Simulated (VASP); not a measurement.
Write the native input for VASP 6.6.1 that does the following.

```
Task                   : single point
Functional             : PBEsol
Potentials or basis    : VASP PAW PBE potentials, release 64 (Mg, O)
Cutoff                 : 520 eV
k mesh                 : 10 × 10 × 10
Occupations            : gaussian, width 0.05 eV
Spin                   : no spin polarisation
Dipole correction      : no
Further INCAR settings : ALGO = Normal; EDIFF = 1e-07; NBANDS = 11
```

The structure of MgO lies in POSCAR:

```
MgO
1.0
    0.0000000000      2.1075959641      2.1075959641
    2.1075959641      0.0000000000      2.1075959641
    2.1075959641      2.1075959641      0.0000000000
Mg O
1 1
Direct
    0.0126180202      0.0126180202     -0.0126180202
    0.4808312406      0.4808312406      0.5191687594
```

These files were run (other wordings do the same):

INCAR

```
SYSTEM = MgO
  PREC = Accurate
  ENCUT = 520
  EDIFF = 1E-7
  ISMEAR = 0
  SIGMA = 0.05
  LREAL = .False.
  LASPH = .True.
  NELM = 80
  ALGO = Normal
  ISIF = 2
  LWAVE = .False.
  LCHARG = .False.
  GGA = PS
  NBANDS = 11
```

KPOINTS

```
Automatic mesh
0
Gamma
  10 10 10
  0 0 0
```

Potentials or basis: VASP PAW PBE potentials, release 64 (Mg, O).

The run is started by

```sh
$ cat potpaw_PBE.64/Mg/POTCAR potpaw_PBE.64/O/POTCAR > POTCAR
$ mpirun -np 1 vasp_std > vasp.out
```

Results of the run:

```yaml
Pressure: 1.2 GPa
Largest_force: 0.814 eV/Å
Band_gap_on_the_k_mesh: 4.61 eV, direct
```

Caveat: the PAW data sets were made with another functional, which shifts forces and pressure a little.

Run time: 13 s on 1 thread of AMD EPYC 9R45 96-Core Processor (Zen 5), with other jobs on the host, peak memory 0.12 GiB.
